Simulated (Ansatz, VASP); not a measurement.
## LiCl in VASP and in Ansatz

INCAR

```
ALGO = Normal
EDIFF = 1E-8
ENCUT = 520
GGA = PE
ISIF = 2
ISMEAR = -1
LASPH = True
LCHARG = False
LEFG = True
LREAL = False
LWAVE = False
NBANDS = 12
NELM = 80
PREC = Accurate
SIGMA = 0.03
```

Contents of KPOINTS:

```
k-points
0
Gamma
  9 9 9
```

File POSCAR:

```
LiCl
1.0
    0.0000000000      2.5647600000      2.5647600000
    2.5647600000      0.0000000000      2.5647600000
    2.5647600000      2.5647600000      0.0000000000
Li Cl
1 1
Direct
    0.0000000000      0.0000000000      0.0000000000
    0.5000000000      0.5000000000      0.5000000000
```

Input for Ansatz:

```yaml
crystal:
  lattice:
    - [0.0, 2.56476, 2.56476]
    - [2.56476, 0.0, 2.56476]
    - [2.56476, 2.56476, 0.0]
  atoms:
    - { symbol: Li, position: [0.0, 0.0, 0.0] }
    - { symbol: Cl, position: [0.5, 0.5, 0.5] }
kpoints:
  mp_grid: { grid: [9, 9, 9] }
  band_path:
    path:
      - [0.0, 0.0, 0.0]
      - [0.5, 0.0, 0.5]
      - [0.625, 0.25, 0.625]
      - [0.375, 0.375, 0.75]
      - [0.0, 0.0, 0.0]
      - [0.5, 0.5, 0.5]
      - [0.5, 0.25, 0.75]
      - [0.5, 0.0, 0.5]
    npoints: 8
scf:
  occupations: { method: fermi_dirac, width: 0.03 }
hamiltonian:
  xc: pbe
  pseudopotentials: { kind: all_electron, datasets: crystal }
output:
  forces: true
  stress: true
  eigenvalues: true
  efg: { contact_densities: true }
```

Alike in both runs: task electric field gradients; functional PBE; k mesh 9 × 9 × 9; occupations fermi-dirac, width 0.03 eV; no spin polarisation.

|  | VASP | Ansatz |
| --- | --- | --- |
| version | VASP 6.6.1 | Ansatz 0.2.0 |
| potentials or method | VASP PAW PBE potentials, release 64 (Li_sv, Cl), cutoff 520 eV | all-electron PAW with datasets made for the crystal, scalar-relativistic |

|  | VASP | Ansatz | Ansatz less VASP |
| --- | --- | --- | --- |
| gap on the k mesh at the Fermi level (eV) | 6.34 | 6.33 | -0.015 |

Ansatz ran all-electron here, and VASP with PAW potentials.

Noted on VASP's run: the cutoff is short for stress, so the pressure is rough.
